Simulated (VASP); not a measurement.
Here is a VASP 6.6.1 calculation.

The input INCAR:

```
PREC = Accurate ; ENCUT = 520
EDIFF = 1E-6 ; ISMEAR = -1
SIGMA = 0.05 ; LREAL = F
LASPH = T ; NELM = 100
ALGO = Normal ; ISIF = 2
LWAVE = F ; LCHARG = F
GGA = PE ; NBANDS = 13
```

The input KPOINTS:

```
Automatic mesh
0
Gamma
  14 14 14
```

File POSCAR:

```
W
1.0
    0.0000000000      2.0467776204      2.0467776204
    2.0467776204      0.0000000000      2.0467776204
    2.0467776204      2.0467776204      0.0000000000
W
1
Direct
    0.0000000000      0.0000000000      0.0000000000
```

Potentials or basis: VASP PAW PBE potentials, release 64 (W_sv).

The run is started by

```bash
$ cat potpaw_PBE.64/W_sv/POTCAR > POTCAR
$ mpirun -np 1 vasp_std > vasp.out
```

(1) Estimate the band gap on the k mesh.

(2) What does it give for the pressure?

Answers

(1) zero (band 7 reaches 12.71 eV, above the bottom of band 8 at 9.39 eV).

(2) -10.5 GPa.

Caveat: spin-orbit coupling is left out, which moves the levels of the heavy elements.
